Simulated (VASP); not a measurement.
## GaP: relaxation of cell and atoms with PBE

GaP:

```
Ga P
1.0
     2.35000   -2.47500    0.00000
     2.35000    2.47500    0.00000
     0.00000    0.00000    4.70000
Ga P
2 2
Direct
  0.35000 0.65000 0.25000
  0.65000 0.35000 0.75000
  0.84000 0.16000 0.25000
  0.16000 0.84000 0.75000
```

```json
{
 "Program": "VASP 6.6.1",
 "Task": "relaxation of cell and atoms",
 "Functional": "PBE",
 "Potentials or basis": "VASP PAW PBE potentials, release 64 (Ga_d, P)",
 "Cutoff": "600 eV",
 "k mesh": "14 × 14 × 12",
 "Occupations": "gaussian, width 0.1 eV",
 "Spin": "no spin polarisation",
 "Target pressure": "30.7 GPa",
 "Dipole correction": "no",
 "Further INCAR settings": "ALGO = Normal; EDIFF = 1e-06; IBRION = 2; EDIFFG = -0.005; NSW = 80; ISIF = 3"
}
```

- Relaxed volume: 13.54 Å³/atom
- Relaxed cell: a = 3.437 Å, b = 3.437 Å, c = 4.589 Å, α = 90.00°, β = 90.00°, γ = 92.39°
- Space group after relaxing (to 0.1 Å): Cmcm (No. 63)
- Energy change on relaxing (the run minimises the enthalpy): +7.5 meV/atom
- Ionic steps: 42
- Pressure after relaxing: 30.7 GPa
- Band gap on the k mesh: zero (bands 18 and 19 overlap by 3.98 eV)

Forces on the atoms (eV/Å):
```
Ga   0.000  0.003  0.000
Ga   0.000 -0.003  0.000
P    0.000  0.002  0.000
P    0.000 -0.002  0.000
```

The path:
| step | energy change (eV) | largest force (eV/Å) | pressure (GPa) | volume (Å³) |
| --- | --- | --- | --- | --- |
| 1 | 0.0000 | 0.2462 | 27.89 | 54.67 |
| 3 | 0.2092 | 0.2031 | 32.60 | 53.35 |
| 5 | 0.0895 | 0.1096 | 30.22 | 53.92 |
| 7 | 0.1107 | 0.1210 | 30.85 | 53.80 |
| 9 | 0.0609 | 0.0660 | 30.48 | 54.03 |
| 11 | 0.0183 | 0.0505 | 30.22 | 54.24 |
| 13 | 0.0615 | 0.0596 | 31.08 | 54.01 |
| 15 | 0.0376 | 0.0506 | 30.72 | 54.13 |
| 17 | 0.0295 | 0.0115 | 30.57 | 54.17 |
| 19 | 0.0395 | 0.0111 | 30.79 | 54.12 |
| 21 | 0.0350 | 0.0104 | 30.78 | 54.14 |
| 23 | 0.0345 | 0.0104 | 30.71 | 54.14 |
| 25 | 0.0349 | 0.0108 | 30.75 | 54.14 |
| 27 | 0.0300 | 0.0103 | 30.68 | 54.16 |
| 29 | 0.0296 | 0.0108 | 30.60 | 54.17 |
| 31 | 0.0281 | 0.0053 | 30.61 | 54.17 |
| 33 | 0.0333 | 0.0063 | 30.78 | 54.15 |
| 35 | 0.0313 | 0.0054 | 30.69 | 54.16 |
| 37 | 0.0305 | 0.0042 | 30.67 | 54.16 |
| 39 | 0.0308 | 0.0066 | 30.71 | 54.16 |
| 41 | 0.0299 | 0.0024 | 30.63 | 54.16 |
| 42 | 0.0298 | 0.0027 | 30.67 | 54.17 |

Final structure:
```
CELL_PARAMETERS angstrom
2.37912 -2.48045 0.00000
2.37912 2.48045 0.00000
0.00000 0.00000 4.58927
ATOMIC_POSITIONS crystal
Ga 0.33426 0.66574 0.25000
Ga 0.66574 0.33426 0.75000
P 0.82554 0.17446 0.25000
P 0.17446 0.82554 0.75000
```

Levels at points of the mesh, in eV from the Fermi level:
| k point | band 16 | band 17 | band 18 | band 19 | band 20 | band 21 |
| --- | --- | --- | --- | --- | --- | --- |
| (0.00, 0.00, 0.00) | -3.69 | -1.68 | 0.46 | 1.09 | 3.01 | 3.52 |
| (0.50, 0.00, 0.00) | -4.38 | -1.37 | -0.30 | 0.45 | 1.57 | 4.82 |
| (0.50, 0.50, 0.00) | -3.69 | -3.25 | -3.13 | -3.08 | -1.75 | 0.80 |
| (0.00, 0.00, 0.50) | -2.62 | -2.13 | -2.13 | 0.91 | 0.91 | 3.21 |
| (0.50, 0.00, 0.50) | -0.58 | -0.01 | -0.01 | 2.68 | 2.68 | 3.01 |
| (0.50, 0.50, 0.50) | -6.39 | -6.16 | -6.16 | 3.34 | 3.34 | 6.11 |

It took 100 min on 1 thread of Intel(R) Xeon(R) Platinum 8488C (Sapphire Rapids), with other jobs on the host, peak memory 0.63 GiB.

Caveat: the cell is relaxed towards a set pressure, so the run minimises the enthalpy, not the energy.
